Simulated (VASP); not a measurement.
# HfOs3 (Pm-3m) in VASP: single point with PBE

Aim: the single point of HfOs3 with PBE.

All numbers are computed with VASP 6.6.1; they aren't measurements. Logs are shortened: lines on timing, memory, paths and dates and some standing lists are left out, and cuts for length are marked.

## Step 1: The cell of the first run

Symmetry: Pm-3m, No. 221, cubic system. The conventional cell has a = 3.974 Å, b = 3.974 Å, c = 3.974 Å, α = 90.00°, β = 90.00°, γ = 90.00°. Within 3.7 Å of Hf (site symmetry m-3m) lie 12 Os at 2.81 Å. Within 3.7 Å of Os (site symmetry 4/mmm) lie 4 Hf at 2.81 Å and 8 Os at 2.81 Å.

## Step 2: Single point, PBE

Contents of INCAR:

```
SYSTEM = HfOs3
ALGO = Normal
EDIFF = 1E-6
ENCUT = 520
GGA = PE
ISIF = 2
ISMEAR = -1
LASPH = .TRUE.
LCHARG = .FALSE.
LREAL = .FALSE.
LWAVE = .FALSE.
NBANDS = 25
NELM = 100
PREC = Accurate
SIGMA = 0.1
```

Contents of KPOINTS:

```
k-points
0
G
  7 7 7
  0 0 0
```

Contents of POSCAR:

```
HfOs3
1.0
    3.9735610000      0.0000000000      0.0000000000
    0.0000000000      3.9735610000      0.0000000000
    0.0000000000      0.0000000000      3.9735610000
Hf Os
1 3
Direct
    0.0000000000      0.0000000000      0.0000000000
    0.5000000000      0.5000000000      0.0000000000
    0.5000000000      0.0000000000      0.5000000000
    0.0000000000      0.5000000000      0.5000000000
```

Potentials or basis: VASP PAW PBE potentials, release 64 (Hf_pv, Os).

The run is started by

```console
> cat potpaw_PBE.64/Hf_pv/POTCAR potpaw_PBE.64/Os/POTCAR > POTCAR
> mpirun -np 1 vasp_std > vasp.out
```

OUTCAR:

```text
SYSTEM = HfOs3
   EDIFF = 1E-6
   ENCUT = 520
   GGA = PE
   ISIF = 2
   ISMEAR = -1
   LASPH = .TRUE.
   LREAL = .FALSE.
   NELM = 100
   PREC = Accurate

 ion  position               nearest neighbor table
   1  0.000  0.000  0.000-   2 2.81   3 2.81   4 2.81   3 2.81   4 2.81   2 2.81   4 2.81   4 2.81
                             2 2.81   3 2.81   3 2.81   2 2.81
   2  0.500  0.500  0.000-   1 2.81   3 2.81   4 2.81   3 2.81   4 2.81   1 2.81   3 2.81   3 2.81
                             1 2.81   4 2.81   4 2.81   1 2.81
   3  0.500  0.000  0.500-   1 2.81   2 2.81   4 2.81   1 2.81   2 2.81   2 2.81   4 2.81   2 2.81
                             1 2.81   4 2.81   1 2.81   4 2.81
   4  0.000  0.500  0.500-   1 2.81   2 2.81   3 2.81   1 2.81   2 2.81   1 2.81   3 2.81   1 2.81
                             2 2.81   3 2.81   2 2.81   3 2.81

  LATTYP: Found a simple cubic cell.
 ALAT       =     3.9735610000

  Lattice vectors:

 A1 = (   3.9735610000,   0.0000000000,   0.0000000000)
 A2 = (   0.0000000000,   3.9735610000,   0.0000000000)
 A3 = (   0.0000000000,   0.0000000000,   3.9735610000)

Analysis of symmetry for initial positions (statically):
=====================================================================
 Subroutine PRICEL returns:
 Original cell was already a primitive cell.

 Routine SETGRP: Setting up the symmetry group for a
 simple cubic supercell.

 Subroutine GETGRP returns: Found 48 space group operations
 (whereof 48 operations were pure point group operations)
 out of a pool of 48 trial point group operations.

The static configuration has the point symmetry O_h .

Analysis of symmetry for dynamics (positions and initial velocities):
=====================================================================
 Subroutine PRICEL returns:
 Original cell was already a primitive cell.

 Routine SETGRP: Setting up the symmetry group for a
 simple cubic supercell.

 Subroutine GETGRP returns: Found 48 space group operations
 (whereof 48 operations were pure point group operations)
 out of a pool of 48 trial point group operations.

The dynamic configuration has the point symmetry O_h .

 Subroutine INISYM returns: Found 48 space group operations
 (whereof 48 operations are pure point group operations),
 and found     1 'primitive' translations

----------------------------------------------------------------------------------------

                                     Primitive cell

  volume of cell :      62.7393

  direct lattice vectors                    reciprocal lattice vectors
     3.973561000  0.000000000  0.000000000     0.251663432  0.000000000  0.000000000
     0.000000000  3.973561000  0.000000000     0.000000000  0.251663432  0.000000000
     0.000000000  0.000000000  3.973561000     0.000000000  0.000000000  0.251663432

  length of vectors
     3.973561000  3.973561000  3.973561000     0.251663432  0.251663432  0.251663432

  position of ions in fractional coordinates (direct lattice)
     0.000000000  0.000000000  0.000000000
     0.500000000  0.500000000  0.000000000
     0.500000000  0.000000000  0.500000000
     0.000000000  0.500000000  0.500000000

  ion indices of the primitive-cell ions
   primitive index   ion index
                 1           1
                 2           2
                 3           3
                 4           4

----------------------------------------------------------------------------------------

 KPOINTS: k-points

Automatic generation of k-mesh.
 Grid dimensions read from file:
 generate k-points for:    7    7    7

 Generating k-lattice:

  Cartesian coordinates                     Fractional coordinates (reciprocal lattice)
     0.035951919  0.000000000  0.000000000     0.142857143  0.000000000  0.000000000
     0.000000000  0.035951919  0.000000000     0.000000000  0.142857143  0.000000000
     0.000000000  0.000000000  0.035951919     0.000000000  0.000000000  0.142857143

  Length of vectors
     0.035951919  0.035951919  0.035951919

  Shift w.r.t. Gamma in fractional coordinates (k-lattice)
     0.000000000  0.000000000  0.000000000

 Subroutine IBZKPT returns following result:
 ===========================================

 Found     20 irreducible k-points:

 Following reciprocal coordinates:
            Coordinates               Weight
  0.000000  0.000000  0.000000      1.000000
  0.142857  0.000000  0.000000      6.000000
  0.285714  0.000000  0.000000      6.000000
  0.428571  0.000000  0.000000      6.000000
  0.142857  0.142857  0.000000     12.000000
  0.285714  0.142857  0.000000     24.000000
[... 12 lines left out ...]
  0.428571  0.428571  0.285714     24.000000
  0.428571  0.428571  0.428571      8.000000
   k-points           NKPTS =     20   k-points in BZ     NKDIM =     20   number of bands    NBANDS=     25
   number of dos      NEDOS =    301   number of ions     NIONS =      4
   total plane-waves  NPLWV =  27000
   dimension x,y,z NGX =    30 NGY =   30 NGZ =   30
   dimension x,y,z NGXF=    60 NGYF=   60 NGZF=   60
   ions per type =               1   3
   NGX,Y,Z   is equivalent  to a cutoff of  12.55, 12.55, 12.55 a.u.
   NGXF,Y,Z  is equivalent  to a cutoff of  25.10, 25.10, 25.10 a.u.
 SYSTEM =  HfOs3
   PREC   = accura    normal or accurate (medium, high low for compatibility)
   ISTART =      0    job   : 0-new  1-cont  2-samecut
   ICHARG =      2    charge: 1-file 2-atom 10-const
   ISPIN  =      1    spin polarized calculation?
   LNONCOLLINEAR =      F non collinear calculations
   LSORBIT =      F    spin-orbit coupling
   LASPH  =      T    aspherical Exc in radial PAW
   ENCUT  =  520.0 eV  38.22 Ry    6.18 a.u.   7.39  7.39  7.39*2*pi/ulx,y,z
   NELM   =    100;   NELMIN=  2; NELMDL= -5     # of ELM steps
   EDIFF  = 0.1E-05   stopping-criterion for ELM
   LREAL  =      F    real-space projection
   EDIFFG = 0.1E-04   stopping-criterion for IOM
   NSW    =      0    number of steps for IOM
   IBRION =     -1    ionic relax: 0-MD 1-quasi-New 2-CG
   NFREE  =      0    steps in history (QN), initial steepest desc. (CG)
   ISIF   =      2    stress and relaxation
   ISYM   =      2    0-nonsym 1-usesym 2-fastsym
   POTIM  = 0.5000    time-step for ionic-motion
   TEBEG  =    0.0;   TEEND  =   0.0 temperature during run
   PSTRESS=    0.0 pullay stress
   NELECT =      34.0000    total number of electrons
   NUPDOWN=      -1.0000    fix difference up-down
   EMIN   =  10.00;   EMAX   =-10.00  energy-range for DOS
   EFERMI =   0.00;   METHOD = LEGACY
   ISMEAR =    -1;   SIGMA  =   0.10  broadening in eV -4-tet -1-fermi 0-gaus
   EFERMI_NEDOS =   21; number of points for ismear=-14 and -15
   IALGO  =     38    algorithm
   IMIX   =      4    mixing-type and parameters
     AMIX     =   0.40;   BMIX     =  1.00
     AMIX_MAG =   1.60;   BMIX_MAG =  1.00
  volume/ion in A,a.u.               =      15.68       105.85
  Fermi-wavevector in a.u.,A,eV,Ry     =   1.334713  2.522242 24.238222  1.781459
  Thomas-Fermi vector in A             =   2.463473
   LORBIT       =      0    0 simple, 1 ext, 2 COOP (PROOUT), +10 PAW based schemes
   GGA     = PE    functional components
   LHFCALC =     F    Hartree Fock is set to
   AEXX    =    0.0000 exact exchange contribution
   IVDW    =     0    specifies the selected vdW correction
   LEPSILON=     F    determine dielectric tensor
   LRPA    =     F    only Hartree local field effects (RPA)
 non-spin polarized calculation
  energy-cutoff  :      520.00
  volume of cell :       62.74
 maximum number of plane-waves:      1743
 NGX is ok and might be reduce to    30
   NGX = 15   NGY = 15   NGZ = 15

 number of electron      34.0000000 magnetization

 Free energy of the ion-electron system (eV)
  ---------------------------------------------------
  ext. energy  EPLUGINS =         0.00000000
  ---------------------------------------------------
  free energy    TOTEN  =       -44.11209894 eV

  energy without entropy =      -43.94559734  energy(sigma->0) =      -44.02884814

 E-fermi :   7.3171     XC(G=0): -13.2843

 val. band max:        7.2963704852   @ k =   0.4286   0.4286   0.1429
 cond. band min:       7.3465726787   @ k =   0.4286   0.2857   0.0000
 fundamental gap:      0.0502021935
 Fermi energy:         7.3170796978

 k-point     1 :       0.0000    0.0000    0.0000
  band No.  band energies     occupation
      1     -22.2597      2.00000
      2     -22.2597      2.00000
      3     -22.2597      2.00000
      4      -1.8460      2.00000
      5       1.3593      2.00000
      6       1.5160      2.00000
[... 17 lines left out ...]
     24      12.7909      0.00000
     25      14.5472      0.00000

 k-point     2 :       0.1429    0.0000    0.0000
  band No.  band energies     occupation
      1     -22.2754      2.00000
      2     -22.2625      2.00000
      3     -22.2625      2.00000
      4      -1.5460      2.00000
      5       1.5309      2.00000
      6       1.6910      2.00000
[... 17 lines left out ...]
     24      12.6205      0.00000
     25      14.5462      0.00000

 k-point     3 :       0.2857    0.0000    0.0000
  band No.  band energies     occupation
      1     -22.3105      2.00000
      2     -22.2688      2.00000
      3     -22.2688      2.00000
      4      -0.6996      2.00000
      5       1.7980      2.00000
      6       2.2272      2.00000
[... 17 lines left out ...]
     24      12.0603      0.00000
     25      14.4207      0.00000

 k-point     4 :       0.4286    0.0000    0.0000
  band No.  band energies     occupation
      1     -22.3383      2.00000
      2     -22.2738      2.00000
      3     -22.2738      2.00000
      4       0.4742      2.00000
      5       1.6197      2.00000
      6       2.8004      2.00000
[... 17 lines left out ...]
     24      11.7120      0.00000
     25      14.3688      0.00000
[... 365 lines left out ...]
 k-point    18 :       0.4286    0.2857    0.2857
  band No.  band energies     occupation
      1     -22.3137      2.00000
      2     -22.3008      2.00000
      3     -22.2864      2.00000
      4       1.2314      2.00000
      5       1.9401      2.00000
      6       2.4143      2.00000
[... 17 lines left out ...]
     24      11.7687      0.00000
     25      12.9588      0.00000

 k-point    19 :       0.4286    0.4286    0.2857
  band No.  band energies     occupation
      1     -22.3065      2.00000
      2     -22.3008      2.00000
      3     -22.2897      2.00000
      4       1.3842      2.00000
      5       1.7528      2.00000
      6       1.8714      2.00000
[... 17 lines left out ...]
     24      11.7072      0.00000
     25      12.8397      0.00000

 k-point    20 :       0.4286    0.4286    0.4286
  band No.  band energies     occupation
      1     -22.2982      2.00000
      2     -22.2929      2.00000
      3     -22.2929      2.00000
      4       1.2146      2.00000
      5       1.3893      2.00000
      6       1.3893      2.00000
[... 17 lines left out ...]
     24      12.0114      0.00000
     25      12.5511      0.00000

------------------------ aborting loop because EDIFF is reached ----------------------------------------

  FORCE on cell =-STRESS in cart. coord.  units (eV):
  Direction    XX          YY          ZZ          XY          YZ          ZX
  --------------------------------------------------------------------------------------
  -------------------------------------------------------------------------------------
  Total        0.0850233      0.0850233      0.0850233      0.0000000      0.0000000     -0.0000000
  in kB        2.1712458      2.1712458      2.1712458      0.0000000      0.0000000     -0.0000000
  external PRESSURE =       2.1712458 kB  Pullay stress =       0.0000000 kB

 VOLUME and BASIS-vectors are now :
 -----------------------------------------------------------------------------
  energy-cutoff  :      520.00
  volume of cell :       62.74
      direct lattice vectors                 reciprocal lattice vectors
     3.973561000  0.000000000  0.000000000     0.251663432  0.000000000  0.000000000
     0.000000000  3.973561000  0.000000000     0.000000000  0.251663432  0.000000000
     0.000000000  0.000000000  3.973561000     0.000000000  0.000000000  0.251663432

 POSITION                                       TOTAL-FORCE (eV/Angst)
 -----------------------------------------------------------------------------------
      0.00000      0.00000      0.00000         0.000000      0.000000      0.000000
      1.98678      1.98678      0.00000         0.000000      0.000000      0.000000
      1.98678      0.00000      1.98678         0.000000      0.000000      0.000000
      0.00000      1.98678      1.98678         0.000000      0.000000      0.000000
 -----------------------------------------------------------------------------------
    total drift:                                0.000000      0.000000     -0.000000

  FREE ENERGIE OF THE ION-ELECTRON SYSTEM (eV)
  ---------------------------------------------------
  free  energy   TOTEN  =       -44.1120989368 eV

  energy  without entropy=      -43.9455973448  energy(sigma->0) =      -44.02884814
```

It took 36 s on 1 thread of Intel Xeon Platinum 8259CL at 2.50GHz (Skylake/Cascade Lake), shared host; peak memory 0.18 GiB.

Results:

```yaml
Free_energy: -44.1121 eV
Pressure: 0.2 GPa
Band_gap_on_the_k_mesh: zero (band 17 reaches 10.40 eV, above the bottom of band 18 at 6.80 eV)
```

Caveat: spin-orbit coupling is left out, which moves the levels of the heavy elements.
